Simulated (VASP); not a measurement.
A run of VASP 6.6.1 is set up as follows.

File INCAR:

```
SYSTEM = Mn2RuN3
ALGO     = Normal         ! electronic algorithm
EDIFF    = 1E-6           ! SCF threshold, eV
ENCUT    = 520            ! plane-wave cutoff, eV
GGA      = PE             ! functional
ISIF     = 2              ! what is computed and relaxed
ISMEAR   = 0              ! smearing method
ISPIN    = 2              ! spin polarisation
LASPH    = .TRUE.         ! aspherical terms in the spheres
LCHARG   = .FALSE.        ! write CHGCAR
LMAXMIX  = 4              ! l up to which the mixer works
LORBIT   = 11             ! projections on sites
LREAL    = .FALSE.        ! projectors in reciprocal space
LWAVE    = .FALSE.        ! write WAVECAR
MAGMOM   = 4 4 1 0 0 0    ! initial moments
NBANDS   = 40             ! bands
NELM     = 150            ! most SCF steps
PREC     = Accurate       ! precision mode
SIGMA    = 0.1            ! smearing width, eV
```

KPOINTS

```
k-points
0
G
  6 6 2
  0 0 0
```

File POSCAR:

```
Mn2RuN3
1.0
    3.4648603400      0.0000000000      0.0000000000
   -1.7324301700      3.0006570800      0.0000000000
    0.0000000000      0.0000000000      8.2082437800
Mn Ru N
2 1 3
Direct
    0.3333333300      0.6666666700      0.5000000000
    0.3333333300      0.6666666700      0.0000000000
    0.6666666700      0.3333333300      0.5000000000
    0.3333333300      0.6666666700      0.3282052200
    0.3333333300      0.6666666700      0.6717947800
    0.6666666700      0.3333333300      0.0000000000
```

Potentials or basis: VASP PAW PBE potentials, release 64 (Mn_pv, Ru_pv, N).

Command:

```sh
$ cat potpaw_PBE.64/Mn_pv/POTCAR potpaw_PBE.64/Ru_pv/POTCAR potpaw_PBE.64/N/POTCAR > POTCAR
$ mpirun -np 1 vasp_std > vasp.out
```

(1) Predict the largest force.

(2) What does it give for the pressure?

(3) What does it give for the site moments?

(4) Predict the net moment.

## Answers

(1) 21.866 eV/Å.

(2) 53.8 GPa.

(3) Mn +0.12, +0.29; Ru +0.51; N +0.01, -0.06 (each value once) μB.

(4) 0.93 μB per cell.

Caveat: the k points lie up to 0.38 Å⁻¹ apart; atoms lie so close that the PAW spheres overlap strongly, which falsifies energies and pressures; forces of over 1 eV/Å act on the atoms, so gaps and moduli don't describe the material at rest.
